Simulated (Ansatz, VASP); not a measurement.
Two plane-wave programs on AlN

```
Al N
1.0
     0.00000    2.18399    2.18399
     2.18399    0.00000    2.18399
     2.18399    2.18399    0.00000
Al N
1 1
Direct
  0.09713 0.00000 0.00000
  0.75000 0.75000 0.75000
```

Change from the starting cell: all Al atoms moved -0.300 Å, as atom 1 towards its neighbour atom 1 (Al) at 3.089 Å.

Alike in both runs: task single point; functional PBE; k mesh 10 × 10 × 10; occupations gaussian, width 0.05 eV; no spin polarisation.

```csv
,VASP,Ansatz
version,VASP 6.6.1,Ansatz 0.2.0
potentials or method,"VASP PAW PBE potentials, release 64 (Al, N), cutoff 520 eV","scalar-relativistic, plane waves, PAW"
valence electrons in the cell,8,8
```

VASP gave:

- gap on the k mesh at the Fermi level (eV): 2.58
- least direct gap on the mesh (eV): 3.34
- pressure (GPa): 16.5
- traceless stress, the component that is largest in VASP (GPa): -19.29
- rms of the force components (eV/Å): 3.404

Task: Estimate Ansatz's values.

Result: gap on the k mesh at the Fermi level (eV): 2.59; least direct gap on the mesh (eV): 3.33; pressure (GPa): 16.5; traceless stress, the component that is largest in VASP (GPa): -19.11; rms of the force components (eV/Å): 3.380.

Atom by atom the forces differ by 0.025 eV/Å (rms over components). With one functional, cell and mesh, what is left measures potentials, basis and numerics.
